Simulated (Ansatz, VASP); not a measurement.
# Ba in VASP and in Ansatz

```
Ba
1.0
     0.00000    2.55656    2.55656
     2.55656    0.00000    2.55656
     2.55656    2.55656    0.00000
Ba
1
Direct
  0.00000 0.00000 0.00000
```

Change from the starting cell: volume scaled by 0.52, PAW files.

Alike in both runs: task single point; functional PBE; k mesh 10 × 10 × 10; occupations fermi-dirac, width 0.1 eV; no spin polarisation.

|  | VASP | Ansatz |
| --- | --- | --- |
| version | VASP 6.6.1 | Ansatz 0.2.0 |
| potentials or method | VASP PAW PBE potentials, release 64 (Ba_sv) | PAW with Ansatz's default frozen-core files, scalar-relativistic |
| plane-wave cutoff (eV) | 520 | 420 |
| valence electrons in the cell | 10 | 10 |

```csv
,VASP,Ansatz,Ansatz less VASP
pressure (GPa),13.0,11.4,-1.52
```

Spin-orbit coupling is off throughout.
